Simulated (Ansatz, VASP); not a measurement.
## One calculation of Ba3As2, two programs

```
CELL_PARAMETERS angstrom
0.00000 5.70547 5.70547
5.70547 0.00000 5.70547
5.70547 5.70547 0.00000
ATOMIC_POSITIONS crystal
Ba 0.73840 0.26160 0.26160
Ba 0.26160 0.73840 0.73840
Ba 0.26160 0.73840 0.26160
Ba 0.73840 0.26160 0.73840
Ba 0.26160 0.26160 0.73840
Ba 0.73840 0.73840 0.26160
As 0.25000 0.25000 0.25000
As 0.50000 0.50000 0.50000
As 0.75000 0.75000 0.75000
As 0.00000 0.00000 0.00000
```

Alike in both runs: task relaxation of cell and atoms; functional PBE; k mesh 3 × 3 × 3; occupations gaussian, width 0.2 eV; no spin polarisation.

|  | VASP | Ansatz |
| --- | --- | --- |
| version | VASP 6.6.1 | Ansatz 0.2.0 |
| potentials or method | VASP PAW PBE potentials, release 64 (Ba_sv, As), cutoff 600 eV | scalar-relativistic, plane waves, PAW |
| valence electrons in the cell | 80 | 120 |

```csv
,VASP,Ansatz,Ansatz less VASP
"gap on the k mesh at the Fermi level, each at its own relaxed structure (eV)",none,none,-
relaxed volume (Å³/atom),47.56,46.55,-1.007
relaxed cell length with the largest relative difference (Å),8.762,8.699,-0.0623
```

A gap of «none» marks a metal or a gap that the smearing closes. VASP's potentials hold 80 valence electrons a cell and Ansatz's 120, so a difference there can come from the potentials and not from the codes.

Neither program's run includes spin-orbit coupling. Noted on VASP's run: the volume moved by over 15 % at a fixed basis, so the end points are rough.
